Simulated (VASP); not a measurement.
# Ru (P6_3/mmc) in VASP: further runs

Ru is run at these levels: r2SCAN; tasks: single point.

Everything below comes from runs of VASP 6.6.1. Logs are shortened: lines on timing, memory, paths and dates and some standing lists are left out, and cuts for length are marked.

### 1 The cell of the first run

It takes space group P6_3/mmc (No. 194, hexagonal). The conventional cell has a = 2.706 Å, b = 2.706 Å, c = 4.258 Å, α = 90.00°, β = 90.00°, γ = 120.00°. Within 3.5 Å of Ru (site symmetry -6m2) lie 12 Ru at 2.64 to 2.71 Å.

### 2 Single point, r2SCAN

File POSCAR:

```
Ru
1.0
    2.7059477279      0.0000000000      0.0000000000
   -1.3529738639      2.3434194737      0.0000000000
    0.0000000000      0.0000000000      4.2579056513
Ru
2
Direct
    0.3333333333      0.6666666667      0.2500000000
    0.6666666667      0.3333333333      0.7500000000
```

File INCAR.step1:

```
PREC = Accurate
ENCUT = 520
ISMEAR = -1
SIGMA = 0.6
LREAL = False
LASPH = True
NELM = 60
NBANDS = 21
GGA = PE
ALGO = Normal
EDIFF = 1E-4
LWAVE = True
LCHARG = False
```

File INCAR.step2:

```
PREC = Accurate
ENCUT = 520
EDIFF = 1E-6
ISMEAR = -1
SIGMA = 0.6
LREAL = False
LASPH = True
NELM = 60
ALGO = Normal
ISIF = 2
LWAVE = False
LCHARG = False
METAGGA = R2SCAN
LMIXTAU = True
NBANDS = 21
ISTART = 1
```

File KPOINTS:

```
Automatic mesh
0
Gamma
  13 13 8
```

Potentials or basis: VASP PAW PBE potentials, release 64 (Ru_pv).

The run is started by

```
$ cat potpaw_PBE.64/Ru_pv/POTCAR > POTCAR
$ cp INCAR.step1 INCAR
$ mpirun -np 1 vasp_std > vasp.out
$ cp INCAR.step2 INCAR
$ mpirun -np 1 vasp_std > vasp.out
```

OUTCAR:

```text
PREC = Accurate
   ENCUT = 520
   EDIFF = 1E-6
   ISMEAR = -1
   LREAL = False
   LASPH = True
   NELM = 60
   ISIF = 2
   METAGGA = R2SCAN
   ISTART = 1

 ion  position               nearest neighbor table
   1  0.333  0.667  0.250-   2 2.64   2 2.64   2 2.64   2 2.64   2 2.64   2 2.64
   2  0.667  0.333  0.750-   1 2.64   1 2.64   1 2.64   1 2.64   1 2.64   1 2.64

  LATTYP: Found a hexagonal cell.
 ALAT       =     2.7059477279
 C/A-ratio  =     1.5735358105

  Lattice vectors:

 A1 = (   2.7059477279,   0.0000000000,   0.0000000000)
 A2 = (  -1.3529738639,   2.3434194737,   0.0000000000)
 A3 = (   0.0000000000,   0.0000000000,   4.2579056513)

Analysis of symmetry for initial positions (statically):
=====================================================================
 Subroutine PRICEL returns:
 Original cell was already a primitive cell.

 Routine SETGRP: Setting up the symmetry group for a
 hexagonal supercell.

 Subroutine GETGRP returns: Found 24 space group operations
 (whereof 12 operations were pure point group operations)
 out of a pool of 24 trial point group operations.

The static configuration has the point symmetry D_3d.
 The point group associated with its full space group is D_6h.

Analysis of symmetry for dynamics (positions and initial velocities):
=====================================================================
 Subroutine PRICEL returns:
 Original cell was already a primitive cell.

 Routine SETGRP: Setting up the symmetry group for a
 hexagonal supercell.

 Subroutine GETGRP returns: Found 24 space group operations
 (whereof 12 operations were pure point group operations)
 out of a pool of 24 trial point group operations.

The dynamic configuration has the point symmetry D_3d.
 The point group associated with its full space group is D_6h.

 Subroutine INISYM returns: Found 24 space group operations
 (whereof 12 operations are pure point group operations),
 and found     1 'primitive' translations

----------------------------------------------------------------------------------------

                                     Primitive cell
[... 75 lines left out ...]
   total plane-waves  NPLWV =  12800
   dimension x,y,z NGX =    20 NGY =   20 NGZ =   32
   dimension x,y,z NGXF=    40 NGYF=   40 NGZF=   64
   ions per type =               2
   NGX,Y,Z   is equivalent  to a cutoff of  12.29, 12.29, 12.49 a.u.
   NGXF,Y,Z  is equivalent  to a cutoff of  24.57, 24.57, 24.99 a.u.
 SYSTEM =  unknown system
   PREC   = accura    normal or accurate (medium, high low for compatibility)
   ISTART =      1    job   : 0-new  1-cont  2-samecut
   ICHARG =      0    charge: 1-file 2-atom 10-const
   ISPIN  =      1    spin polarized calculation?
   LNONCOLLINEAR =      F non collinear calculations
   LSORBIT =      F    spin-orbit coupling
   LASPH  =      T    aspherical Exc in radial PAW
   ENCUT  =  520.0 eV  38.22 Ry    6.18 a.u.   5.03  5.03  7.92*2*pi/ulx,y,z
   NELM   =     60;   NELMIN=  2; NELMDL=  0     # of ELM steps
   EDIFF  = 0.1E-05   stopping-criterion for ELM
   LREAL  =      F    real-space projection
   EDIFFG = 0.1E-04   stopping-criterion for IOM
   NSW    =      0    number of steps for IOM
   IBRION =     -1    ionic relax: 0-MD 1-quasi-New 2-CG
   NFREE  =      0    steps in history (QN), initial steepest desc. (CG)
   ISIF   =      2    stress and relaxation
   ISYM   =      2    0-nonsym 1-usesym 2-fastsym
   POTIM  = 0.5000    time-step for ionic-motion
   TEBEG  =    0.0;   TEEND  =   0.0 temperature during run
   PSTRESS=    0.0 pullay stress
   NELECT =      28.0000    total number of electrons
   NUPDOWN=      -1.0000    fix difference up-down
   EMIN   =  10.00;   EMAX   =-10.00  energy-range for DOS
   EFERMI =   0.00;   METHOD = LEGACY
   ISMEAR =    -1;   SIGMA  =   0.60  broadening in eV -4-tet -1-fermi 0-gaus
   EFERMI_NEDOS =   21; number of points for ismear=-14 and -15
   IALGO  =     38    algorithm
   IMIX   =      4    mixing-type and parameters
     AMIX     =   0.40;   BMIX     =  1.00
     AMIX_MAG =   1.60;   BMIX_MAG =  1.00
  volume/ion in A,a.u.               =      13.50        91.10
  Fermi-wavevector in a.u.,A,eV,Ry     =   1.657063  3.131395 37.359663  2.745858
  Thomas-Fermi vector in A             =   2.744880
   LORBIT       =      0    0 simple, 1 ext, 2 COOP (PROOUT), +10 PAW based schemes
   METAGGA = R2SCAN    functional components
   LHFCALC =     F    Hartree Fock is set to
   AEXX    =    0.0000 exact exchange contribution
   IVDW    =     0    specifies the selected vdW correction
   LEPSILON=     F    determine dielectric tensor
   LRPA    =     F    only Hartree local field effects (RPA)
 non-spin polarized calculation
  energy-cutoff  :      520.00
  volume of cell :       27.00
 maximum number of plane-waves:       743
 NGX is ok and might be reduce to    20
   NGX =  9   NGY =  9   NGZ = 15

 number of electron      28.0000003 magnetization

 Free energy of the ion-electron system (eV)
  ---------------------------------------------------
  ext. energy  EPLUGINS =         0.00000000
  ---------------------------------------------------
  free energy    TOTEN  =       -51.95989174 eV

  energy without entropy =      -49.57437344  energy(sigma->0) =      -50.76713259

 E-fermi :  12.9046     XC(G=0): -15.4209

 val. band max:       12.8914423589   @ k =   0.1538   0.0769   0.3750
 cond. band min:      12.9496574759   @ k =   0.0769   0.0000   0.3750
 fundamental gap:      0.0582151170
 Fermi energy:        12.9045639362

 k-point     1 :       0.0000    0.0000    0.0000
  band No.  band energies     occupation
      1     -32.1720      2.00000
      2     -31.1434      2.00000
      3     -31.1434      2.00000
      4     -30.9512      2.00000
      5     -30.9512      2.00000
      6     -30.8951      2.00000
[... 565 lines left out ...]
     20      21.4205      0.00000
     21      24.6126      0.00000

 [... further k-points ...]
[... 5 lines left out ...]
  --------------------------------------------------------------------------------------
  -------------------------------------------------------------------------------------
  Total        1.8761476      1.8761476      2.6204814      0.0000000     -0.0000000      0.0000000
  in kB      111.3299743    111.3299743    155.4984934      0.0000000     -0.0000000      0.0000000
  external PRESSURE =     126.0528140 kB  Pullay stress =       0.0000000 kB

 VOLUME and BASIS-vectors are now :
 -----------------------------------------------------------------------------
  energy-cutoff  :      520.00
  volume of cell :       27.00
      direct lattice vectors                 reciprocal lattice vectors
     2.705947728  0.000000000  0.000000000     0.369556289  0.213363423  0.000000000
    -1.352973864  2.343419474  0.000000000     0.000000000  0.426726846  0.000000000
     0.000000000  0.000000000  4.257905651     0.000000000  0.000000000  0.234857247

 POSITION                                       TOTAL-FORCE (eV/Angst)
 -----------------------------------------------------------------------------------
     -0.00000      1.56228      1.06448         0.000000     -0.000000      0.000000
      1.35297      0.78114      3.19343        -0.000000      0.000000      0.000000
 -----------------------------------------------------------------------------------
    total drift:                               -0.000000      0.000000     -0.000000

  FREE ENERGIE OF THE ION-ELECTRON SYSTEM (eV)
  ---------------------------------------------------
  free  energy   TOTEN  =       -51.9598917415 eV

  energy  without entropy=      -49.5743734415  energy(sigma->0) =      -50.76713259
```

OUTCAR.step1:

```text
PREC = Accurate
   ENCUT = 520
   ISMEAR = -1
   LREAL = False
   LASPH = True
[... 800 lines left out ...]
     -0.00000      1.56228      1.06448         0.000000     -0.000000      0.000000
      1.35297      0.78114      3.19343        -0.000000      0.000000      0.000000
 -----------------------------------------------------------------------------------
    total drift:                               -0.000000      0.000000     -0.000000

  FREE ENERGIE OF THE ION-ELECTRON SYSTEM (eV)
  ---------------------------------------------------
  free  energy   TOTEN  =       -19.6160811030 eV

  energy  without entropy=      -17.1222084550  energy(sigma->0) =      -18.36914478
```

It took 2 min on 1 thread of Intel Xeon Platinum 8559C (Emerald Rapids), shared host; peak memory 0.17 GiB.

What came out:

```yaml
Free_energy: -51.9599 eV
Pressure: 12.6 GPa
Band_gap_on_the_k_mesh: zero (bands 14 and 15 overlap by 3.26 eV)
```

Levels at points of the mesh, in eV from the Fermi level:
| k point | band 11 | band 12 | band 13 | band 14 | band 15 | band 16 | band 17 | band 18 |
| --- | --- | --- | --- | --- | --- | --- | --- | --- |
| (0.00, 0.00, 0.00) | -2.49 | -2.01 | -2.01 | -1.52 | -1.52 | 1.25 | 1.25 | 1.37 |
| (0.00, 0.00, 0.50) | -2.93 | -2.93 | -2.84 | -2.84 | 0.58 | 0.58 | 0.58 | 0.58 |

Caveat: the cell stands under pressure; so wide a smearing shifts energies and pressures; the PAW data sets were made with another functional, which shifts forces and pressure a little.

### 3 Single point, r2SCAN

POSCAR is that of step 2.

File INCAR.step1:

```
PREC     = Accurate       # precision mode
ENCUT    = 520            # plane-wave cutoff, eV
ISMEAR   = -1             # smearing method
SIGMA    = 1.0            # smearing width, eV
LREAL    = F              # projectors in reciprocal space
LASPH    = T              # aspherical terms in the spheres
NELM     = 60             # most SCF steps
NBANDS   = 21             # bands
GGA      = PE             # functional
ALGO     = Normal         # electronic algorithm
EDIFF    = 1E-4           # SCF threshold, eV
LWAVE    = T              # write WAVECAR
LCHARG   = F              # write CHGCAR
```

File INCAR.step2:

```
PREC     = Accurate       # precision mode
ENCUT    = 520            # plane-wave cutoff, eV
EDIFF    = 1E-6           # SCF threshold, eV
ISMEAR   = -1             # smearing method
SIGMA    = 1.0            # smearing width, eV
LREAL    = F              # projectors in reciprocal space
LASPH    = T              # aspherical terms in the spheres
NELM     = 60             # most SCF steps
ALGO     = Normal         # electronic algorithm
ISIF     = 2              # what is computed and relaxed
LWAVE    = F              # write WAVECAR
LCHARG   = F              # write CHGCAR
METAGGA  = R2SCAN         # meta-GGA
LMIXTAU  = T            
NBANDS   = 21             # bands
ISTART   = 1
```

File KPOINTS:

```
regular mesh
0
Gamma
  13 13 8
```

Potentials or basis: VASP PAW PBE potentials, release 64 (Ru_pv).

The run is started by

```
$ cat potpaw_PBE.64/Ru_pv/POTCAR > POTCAR
$ cp INCAR.step1 INCAR
$ mpirun -np 1 vasp_std > vasp.out
$ cp INCAR.step2 INCAR
$ mpirun -np 1 vasp_std > vasp.out
```

Run time: 2.4 min. Hardware: 1 thread of Intel Xeon Platinum 8559C (Emerald Rapids), shared host; peak memory 0.17 GiB.

It converged, with:

- Free energy: -54.0827 eV
- Pressure: 29.9 GPa
- Band gap on the k mesh: zero (bands 14 and 15 overlap by 3.25 eV)

Stress tensor (GPa, compression positive):
```
27.38  0.00  0.00
 0.00 27.38  0.00
 0.00  0.00 35.08
```

Levels at points of the mesh, in eV from the Fermi level:
```
           k point  band 12  band 13  band 14  band 15  band 16  band 17
(0.00, 0.00, 0.00)    -2.09    -2.09    -1.59    -1.59     1.18     1.18
(0.00, 0.00, 0.50)    -3.02    -2.94    -2.94     0.52     0.52     0.52
```

Caveat: the stress differs along the axes, from 27 to 35 GPa; so wide a smearing shifts energies and pressures; the PAW data sets were made with another functional, which shifts forces and pressure a little.

(Part 1 of 2 ends here.)

The gap in the log of VASP goes by the Fermi energy; the results here count the filled bands.